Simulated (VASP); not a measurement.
Runs of VASP 6.6.1 on Al. The structure is that of space group Im-3m (No. 229), or close to it. The cells are those of the table. 

```csv
cell,gap on the mesh (eV),pressure (GPa)
"a = 2.687 Å, angles 109.5°, 1 atom",none,7.4
"a = 2.641 Å, angles 110.2, 110.2, 108.1°, 1 atom",none,(b)
"a = 2.664 Å, angles 108.8, 108.8, 110.9°, 1 atom",none,(a)
"a = 2.894 Å, angles 109.5°, 1 atom",none,-7.6
"a = 2.710 Å, angles 110.2, 110.2, 108.1°, 1 atom",none,4.8
```

Alike in all rows: task single point; level LDA; potentials or basis VASP PAW LDA potentials, release 64 (Al); no spin polarisation; k mesh 20 × 20 × 20; cutoff (eV) 520; smearing gaussian 0.15 eV.

Q: Fill in the values left out.

A: (a) 10.2; (b) 13.4.

A gap of «none» marks levels without a gap at the run's occupations.
